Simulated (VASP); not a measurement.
TiTe2, 3 atoms in the cell. Symmetry: P-3m1, No. 164, trigonal system. The conventional cell has a = 3.697 Å, b = 3.697 Å, c = 6.447 Å, α = 90.00°, β = 90.00°, γ = 120.00°. Within 3.7 Å of Ti (site symmetry -3m) lie 6 Te at 2.74 Å and 6 Ti at 3.70 Å. Te (site symmetry 3m) has 3 Ti at 2.74 Å and 9 Te at 3.68 to 3.70 Å within 3.7 Å. 

* Program: VASP 6.6.1
* Task: vibrations by perturbation theory
* Functional: PBEsol
* Potentials or basis: VASP PAW PBE potentials, release 64 (Ti_sv, Te)
* Cutoff: 520 eV
* k mesh: 12 × 12 × 8
* Occupations: fermi-dirac, width 0.15 eV
* Spin: no spin polarisation
* Dipole correction: no
* Further INCAR settings: ALGO = Normal; EDIFF = 1e-08; NBANDS = 19; IBRION = 8; NSW = 1

Potentials or basis: VASP PAW PBE potentials, release 64 (Ti_sv, Te).

Command:

```console
$ cat potpaw_PBE.64/Ti_sv/POTCAR potpaw_PBE.64/Te/POTCAR > POTCAR
$ mpirun -np 1 vasp_std > vasp.out
```

Hardware: 1 thread of Oxide Virtual Turin-like Processor, with other jobs on the host.

Q: Estimate the wall time of this run.

A: Run time: 71 min on 1 thread of Oxide Virtual Turin-like Processor, on a shared host, peak memory 1.6 GiB. Counts: scf iterations 87, k points 131.
